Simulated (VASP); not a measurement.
CoW3:

```
W Co
1.0
     3.90735    0.00000    0.00000
     0.00000    3.90735    0.00000
     0.00000    0.00000    3.90735
W Co
3 1
Direct
  0.50000 0.50000 0.00000
  0.50000 0.00000 0.50000
  0.00000 0.50000 0.50000
  0.00000 0.00000 0.00000
```

Base run:

* Program: VASP 6.6.1
* Functional: PBEsol
* Potentials or basis: VASP PAW PBE potentials, release 64 (W_sv, Co)
* Cutoff: 600 eV
* k mesh: 6 × 6 × 6
* Occupations: fermi-dirac, width 0.05 eV
* Spin: collinear spin, ferromagnetic start
* Starting moments: [0.0, 0.0, 0.0, 0.5] μB
* Fixed moment: 0.5 μB

Its results: pressure -9.7 GPa; site moments W +0.02; Co +0.42 μB.

After a change of settings the same cell gave: pressure -9.3 GPa; site moments W +0.08; Co +0.71 μB. Which change was it?
A. fixed moment from 0.5 μB to 1 μB; moments at the start from [0.0, 0.0, 0.0, 0.5] to [0.0, 0.0, 0.0, 1.0]
B. fixed moment from 0.5 μB to 2.5 μB; moments at the start from [0.0, 0.0, 0.0, 0.5] to [0.0, 0.0, 0.0, 2.5]
C. fixed moment from 0.5 μB to 1.5 μB; moments at the start from [0.0, 0.0, 0.0, 0.5] to [0.0, 0.0, 0.0, 1.5]
D. fixed moment from 0.5 μB to 2 μB; moments at the start from [0.0, 0.0, 0.0, 0.5] to [0.0, 0.0, 0.0, 2.0]

A.

Caveats: the cell stands under tension; the PAW data sets were made with another functional, which shifts forces and pressure a little; the total moment is fixed, so each spin has its own Fermi level and the state may be an excited one.
